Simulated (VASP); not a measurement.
A run of VASP 6.6.1:

INCAR

```
SYSTEM = TiAl
PREC = Accurate ; ENCUT = 500
EDIFF = 1E-6 ; ISMEAR = 0
SIGMA = 0.15 ; LREAL = .False.
LASPH = .True. ; NELM = 120
ALGO = Normal ; ISIF = 2
LWAVE = .False. ; LCHARG = .False.
GGA = PS ; NBANDS = 14
GGA_COMPAT = .False.
```

File KPOINTS:

```
Automatic mesh
0
Gamma
  16 16 16
  0 0 0
```

POSCAR

```
TiAl
1.0
    2.7600434331      0.0000000000      0.0000000000
    0.0000000000      2.7600434331      0.0000000000
    0.0000000000      0.0000000000      3.9076694926
Ti Al
1 1
Direct
    0.0000000000      0.0000000000      0.0000000000
    0.5000000000      0.5000000000      0.5000000000
```

Potentials or basis: VASP PAW PBE potentials, release 64 (Ti_sv, Al).

Run with:

```console
$ cat potpaw_PBE.64/Ti_sv/POTCAR potpaw_PBE.64/Al/POTCAR > POTCAR
$ mpirun -np 1 vasp_std > vasp.out
```

Hardware: 1 thread of Intel Xeon 8259CL, on a shared host.

**Question.** How long does it take, and how much memory?

**Answer.** Wall time 3 min on 1 thread of Intel Xeon 8259CL, on a shared host, peak memory 0.27 GiB. Counts: scf iterations 14, k points 405.
